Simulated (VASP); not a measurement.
# TaN in VASP: further runs

Runs on TaN. Level: PBE. Tasks: single point.

Everything below comes from runs of VASP 6.6.1. Logs are shortened: lines on timing, memory, paths and dates and some standing lists are left out, and cuts for length are marked.

## (1) The cell of the first run

The structure is hexagonal, space group P-62m (No. 189). The conventional cell has a = 5.196 Å, b = 5.196 Å, c = 2.911 Å, α = 90.00°, β = 90.00°, γ = 120.00°. Within 2.9 Å of Ta (site symmetry -6) lie 6 N at 2.16 Å. Ta (site symmetry -62m) has 3 N at 2.04 Å within 2.7 Å. Within 2.7 Å of N (site symmetry m2m) lie 5 Ta at 2.04 to 2.16 Å.

## (2) Single point, PBE

The input, INCAR:

```
ALGO = Normal
EDIFF = 1E-7
ENCUT = 520
GGA = PE
ISIF = 2
ISMEAR = -1
LASPH = True
LCHARG = True
LELF = True
LREAL = False
LVHAR = True
LWAVE = False
NBANDS = 33
NELM = 80
PREC = Accurate
SIGMA = 0.05
```

The input, KPOINTS:

```
k-points
0
Gamma
  6 6 9
```

The input, POSCAR:

```
TaN
1.0
    5.1960001500      0.0000000000      0.0000000000
   -2.5980000800      4.4998681300      0.0000000000
    0.0000000000      0.0000000000      2.9109996000
Ta N
3 3
Direct
    0.3333333333      0.6666666667      0.5000000000
    0.6666666667      0.3333333333      0.5000000000
    0.0000000000      0.0000000000      0.0000000000
    0.3928500000      0.0000000000      0.0000000000
    0.6071500000      0.6071500000      0.0000000000
    0.0000000000      0.3928500000      0.0000000000
```

Potentials or basis: VASP PAW PBE potentials, release 64 (Ta_pv, N).

Run with:

```console
$ cat potpaw_PBE.64/Ta_pv/POTCAR potpaw_PBE.64/N/POTCAR > POTCAR
$ mpirun -np 1 vasp_std > vasp.out
```

OUTCAR:

```text
EDIFF = 1E-7
   ENCUT = 520
   GGA = PE
   ISIF = 2
   ISMEAR = -1
   LASPH = True
   LREAL = False
   NELM = 80
   PREC = Accurate

 ion  position               nearest neighbor table
   1  0.333  0.667  0.500-   6 2.16   6 2.16   5 2.16   5 2.16   4 2.16   4 2.16   2 3.00   2 3.00
                             2 3.00   3 3.33   3 3.33   3 3.33   3 3.33   3 3.33   3 3.33
   2  0.667  0.333  0.500-   6 2.16   6 2.16   4 2.16   4 2.16   5 2.16   5 2.16   1 3.00   1 3.00
                             1 3.00   3 3.33   3 3.33   3 3.33   3 3.33   3 3.33   3 3.33
   3  0.000  0.000  0.000-   5 2.04   4 2.04   6 2.04   2 3.33   2 3.33   1 3.33   1 3.33   1 3.33
                             2 3.33   2 3.33   1 3.33   2 3.33   2 3.33   1 3.33   1 3.33
   4  0.393  0.000  0.000-   3 2.04   2 2.16   2 2.16   1 2.16   1 2.16
   5  0.607  0.607  0.000-   3 2.04   1 2.16   1 2.16   2 2.16   2 2.16
   6  0.000  0.393  0.000-   3 2.04   2 2.16   2 2.16   1 2.16   1 2.16

  LATTYP: Found a hexagonal cell.
 ALAT       =     5.1960001500
 C/A-ratio  =     0.5602385520

  Lattice vectors:

 A1 = (   5.1960001500,   0.0000000000,   0.0000000000)
 A2 = (  -2.5980000800,   4.4998681300,   0.0000000000)
 A3 = (   0.0000000000,   0.0000000000,   2.9109996000)

Analysis of symmetry for initial positions (statically):
=====================================================================
 Subroutine PRICEL returns:
 Original cell was already a primitive cell.

 Routine SETGRP: Setting up the symmetry group for a
 hexagonal supercell.

 Subroutine GETGRP returns: Found 12 space group operations
 (whereof 12 operations were pure point group operations)
 out of a pool of 24 trial point group operations.

The static configuration has the point symmetry D_3h.

Analysis of symmetry for dynamics (positions and initial velocities):
=====================================================================
 Subroutine PRICEL returns:
 Original cell was already a primitive cell.

 Routine SETGRP: Setting up the symmetry group for a
 hexagonal supercell.

 Subroutine GETGRP returns: Found 12 space group operations
 (whereof 12 operations were pure point group operations)
 out of a pool of 24 trial point group operations.

The dynamic configuration has the point symmetry D_3h.

 Subroutine INISYM returns: Found 12 space group operations
 (whereof 12 operations are pure point group operations),
 and found     1 'primitive' translations

----------------------------------------------------------------------------------------

                                     Primitive cell

  volume of cell :      68.0630

  direct lattice vectors                    reciprocal lattice vectors
     5.196000150  0.000000000  0.000000000     0.192455730  0.111114367  0.000000000
    -2.598000080  4.499868130  0.000000000     0.000000000  0.222228735  0.000000000
     0.000000000  0.000000000  2.910999600     0.000000000  0.000000000  0.343524609

  length of vectors
     5.196000150  5.196000154  2.910999600     0.222228735  0.222228735  0.343524609

  position of ions in fractional coordinates (direct lattice)
     0.333333333  0.666666667  0.500000000
     0.666666667  0.333333333  0.500000000
     0.000000000  0.000000000  0.000000000
     0.392850000  0.000000000  0.000000000
     0.607150000  0.607150000  0.000000000
     1.000000000  0.392850000  0.000000000

  ion indices of the primitive-cell ions
   primitive index   ion index
                 1           1
                 2           2
                 3           3
                 4           4
                 5           5
                 6           6

----------------------------------------------------------------------------------------

 KPOINTS: k-points

Automatic generation of k-mesh.
 Grid dimensions read from file:
 generate k-points for:    6    6    9

 Generating k-lattice:

  Cartesian coordinates                     Fractional coordinates (reciprocal lattice)
     0.032075955  0.018519061  0.000000000     0.166666667  0.000000000  0.000000000
     0.000000000  0.037038122  0.000000000     0.000000000  0.166666667  0.000000000
     0.000000000  0.000000000  0.038169401     0.000000000  0.000000000  0.111111111

  Length of vectors
     0.037038122  0.037038122  0.038169401

  Shift w.r.t. Gamma in fractional coordinates (k-lattice)
     0.000000000  0.000000000  0.000000000

 Subroutine IBZKPT returns following result:
 ===========================================

 Found     35 irreducible k-points:

 Following reciprocal coordinates:
            Coordinates               Weight
  0.000000  0.000000  0.000000      1.000000
  0.166667  0.000000  0.000000      6.000000
  0.333333 -0.000000  0.000000      6.000000
  0.500000  0.000000  0.000000      3.000000
  0.166667  0.166667  0.000000      6.000000
  0.333333  0.166667  0.000000     12.000000
[... 16 lines left out ...]
  0.166667  0.000000  0.333333     12.000000
  0.333333 -0.000000  0.333333     12.000000
 [... further k-points ...]
   k-points           NKPTS =     35   k-points in BZ     NKDIM =     35   number of bands    NBANDS=     33
   number of dos      NEDOS =    301   number of ions     NIONS =      6
   total plane-waves  NPLWV =  38400
   dimension x,y,z NGX =    40 NGY =   40 NGZ =   24
   dimension x,y,z NGXF=    80 NGYF=   80 NGZF=   48
   ions per type =               3   3
   NGX,Y,Z   is equivalent  to a cutoff of  12.80, 12.80, 13.71 a.u.
   NGXF,Y,Z  is equivalent  to a cutoff of  25.60, 25.60, 27.41 a.u.
 SYSTEM =  unknown system
   PREC   = accura    normal or accurate (medium, high low for compatibility)
   ISTART =      0    job   : 0-new  1-cont  2-samecut
   ICHARG =      2    charge: 1-file 2-atom 10-const
   ISPIN  =      1    spin polarized calculation?
   LNONCOLLINEAR =      F non collinear calculations
   LSORBIT =      F    spin-orbit coupling
   LASPH  =      T    aspherical Exc in radial PAW
   ENCUT  =  520.0 eV  38.22 Ry    6.18 a.u.   9.66  9.66  5.41*2*pi/ulx,y,z
   NELM   =     80;   NELMIN=  2; NELMDL= -5     # of ELM steps
   EDIFF  = 0.1E-06   stopping-criterion for ELM
   LREAL  =      F    real-space projection
   EDIFFG = 0.1E-05   stopping-criterion for IOM
   NSW    =      0    number of steps for IOM
   IBRION =     -1    ionic relax: 0-MD 1-quasi-New 2-CG
   NFREE  =      0    steps in history (QN), initial steepest desc. (CG)
   ISIF   =      2    stress and relaxation
   ISYM   =      2    0-nonsym 1-usesym 2-fastsym
   POTIM  = 0.5000    time-step for ionic-motion
   TEBEG  =    0.0;   TEEND  =   0.0 temperature during run
   PSTRESS=    0.0 pullay stress
   NELECT =      48.0000    total number of electrons
   NUPDOWN=      -1.0000    fix difference up-down
   EMIN   =  10.00;   EMAX   =-10.00  energy-range for DOS
   EFERMI =   0.00;   METHOD = LEGACY
   ISMEAR =    -1;   SIGMA  =   0.05  broadening in eV -4-tet -1-fermi 0-gaus
   EFERMI_NEDOS =   21; number of points for ismear=-14 and -15
   IALGO  =     38    algorithm
   IMIX   =      4    mixing-type and parameters
     AMIX     =   0.40;   BMIX     =  1.00
     AMIX_MAG =   1.60;   BMIX_MAG =  1.00
  volume/ion in A,a.u.               =      11.34        76.55
  Fermi-wavevector in a.u.,A,eV,Ry     =   1.457197  2.753703 28.890918  2.123423
  Thomas-Fermi vector in A             =   2.574026
   LORBIT       =      0    0 simple, 1 ext, 2 COOP (PROOUT), +10 PAW based schemes
   GGA     = PE    functional components
   LHFCALC =     F    Hartree Fock is set to
   AEXX    =    0.0000 exact exchange contribution
   IVDW    =     0    specifies the selected vdW correction
   LEPSILON=     F    determine dielectric tensor
   LRPA    =     F    only Hartree local field effects (RPA)
 non-spin polarized calculation
  energy-cutoff  :      520.00
  volume of cell :       68.06
 maximum number of plane-waves:      1847
 NGX is ok and might be reduce to    40
   NGX = 19   NGY = 19   NGZ = 11

 number of electron      48.0000002 magnetization

 Free energy of the ion-electron system (eV)
  ---------------------------------------------------
  ext. energy  EPLUGINS =         0.00000000
  ---------------------------------------------------
  free energy    TOTEN  =       -67.46955644 eV

  energy without entropy =      -67.46297652  energy(sigma->0) =      -67.46626648

 E-fermi :   8.3137     XC(G=0): -13.0052

 val. band max:        8.3113461372   @ k =   0.0000   0.0000   0.2222
 cond. band min:       8.3336880133   @ k =   0.1667   0.0000   0.2222
 fundamental gap:      0.0223418761
 Fermi energy:         8.3137478004

 k-point     1 :       0.0000    0.0000    0.0000
  band No.  band energies     occupation
      1     -27.9053      2.00000
      2     -27.9053      2.00000
      3     -27.5522      2.00000
      4     -27.5522      2.00000
      5     -27.3789      2.00000
      6     -27.2722      2.00000
[... 25 lines left out ...]
     32      11.5248      0.00000
     33      11.5248      0.00000

 k-point     2 :       0.1667    0.0000    0.0000
  band No.  band energies     occupation
      1     -27.9275      2.00000
      2     -27.8978      2.00000
      3     -27.5352      2.00000
      4     -27.5234      2.00000
      5     -27.3722      2.00000
      6     -27.2783      2.00000
[... 25 lines left out ...]
     32      11.4513      0.00000
     33      11.7286      0.00000

 k-point     3 :       0.3333   -0.0000    0.0000
  band No.  band energies     occupation
      1     -27.9651      2.00000
      2     -27.8524      2.00000
      3     -27.5568      2.00000
      4     -27.4719      2.00000
      5     -27.3551      2.00000
      6     -27.2943      2.00000
[... 25 lines left out ...]
     32      12.1876      0.00000
     33      12.2945      0.00000

 k-point     4 :       0.5000    0.0000    0.0000
  band No.  band energies     occupation
      1     -27.9816      2.00000
      2     -27.7983      2.00000
      3     -27.6151      2.00000
      4     -27.4477      2.00000
      5     -27.3416      2.00000
      6     -27.3073      2.00000
[... 673 lines left out ...]
     32      11.7809      0.00000
     33      12.5430      0.00000

 k-point    23 :       0.1667    0.0000    0.3333
  band No.  band energies     occupation
      1     -28.0189      2.00000
      2     -27.8623      2.00000
      3     -27.8067      2.00000
      4     -27.7791      2.00000
      5     -27.4412      2.00000
      6     -27.4152      2.00000
[... 25 lines left out ...]
     32      11.8086      0.00000
     33      12.9900      0.00000

 k-point    24 :       0.3333   -0.0000    0.3333
  band No.  band energies     occupation
      1     -28.0043      2.00000
      2     -27.8908      2.00000
      3     -27.8278      2.00000
      4     -27.7383      2.00000
      5     -27.4811      2.00000
      6     -27.3883      2.00000
[... 25 lines left out ...]
     32      12.0420      0.00000
     33      13.4038      0.00000

 [... further k-points ...]
[... 5 lines left out ...]
  --------------------------------------------------------------------------------------
  -------------------------------------------------------------------------------------
  Total        2.5461123      2.5461123      2.1493392     -0.0000000      0.0000000      0.0000000
  in kB       59.9345220     59.9345220     50.5946338     -0.0000001      0.0000000      0.0000000
  external PRESSURE =      56.8212259 kB  Pullay stress =       0.0000000 kB

 VOLUME and BASIS-vectors are now :
 -----------------------------------------------------------------------------
  energy-cutoff  :      520.00
  volume of cell :       68.06
      direct lattice vectors                 reciprocal lattice vectors
     5.196000150  0.000000000  0.000000000     0.192455730  0.111114367  0.000000000
    -2.598000080  4.499868130  0.000000000     0.000000000  0.222228735  0.000000000
     0.000000000  0.000000000  2.910999600     0.000000000  0.000000000  0.343524609

 POSITION                                       TOTAL-FORCE (eV/Angst)
 -----------------------------------------------------------------------------------
     -0.00000      2.99991      1.45550         0.000000     -0.000000     -0.000000
      2.59800      1.49996      1.45550         0.000000     -0.000000     -0.000000
      0.00000      0.00000      0.00000         0.000000     -0.000000     -0.000000
      2.04125      0.00000      0.00000         0.047937     -0.000000      0.000000
      1.57738      2.73209      0.00000        -0.023968     -0.041514     -0.000000
     -1.02062      1.76777      0.00000        -0.023968      0.041514     -0.000000
 -----------------------------------------------------------------------------------
    total drift:                               -0.000002     -0.000003      0.000000

  FREE ENERGIE OF THE ION-ELECTRON SYSTEM (eV)
  ---------------------------------------------------
  free  energy   TOTEN  =       -67.4695564416 eV

  energy  without entropy=      -67.4629765237  energy(sigma->0) =      -67.46626648
```

Run time: 54 s. Hardware: 1 thread of Intel Xeon Platinum 8375C at 2.90GHz (Ice Lake), shared host; peak memory 0.21 GiB.

What came out:

| Quantity | Value |
| --- | --- |
| Free energy | -67.4696 eV |
| Pressure | 5.7 GPa |
| Largest force | 0.048 eV/Å |
| Band gap on the k mesh | zero (band 24 reaches 10.07 eV, above the bottom of band 25 at 7.01 eV) |

Forces on the atoms (eV/Å):
```
Ta   0.000  0.000  0.000
Ta   0.000  0.000  0.000
Ta   0.000  0.000  0.000
N    0.048  0.000  0.000
N   -0.024 -0.042  0.000
N   -0.024  0.042  0.000
```

Stress tensor (GPa, compression positive):
```
5.99 0.00 0.00
0.00 5.99 0.00
0.00 0.00 5.06
```

Levels at points of the mesh, in eV from the Fermi level:
```tsv
k point	band 21	band 22	band 23	band 24	band 25	band 26	band 27	band 28
(0.00, 0.00, 0.00)	-4.24	-3.31	-1.88	-0.89	-0.89	0.62	0.62	1.86
(0.50, 0.00, 0.00)	-3.87	-3.85	-2.81	-2.60	1.23	1.84	1.95	2.44
```

Caveat: spin-orbit coupling is left out, which moves the levels of the heavy elements.

(Part 1 of 2 ends here.)
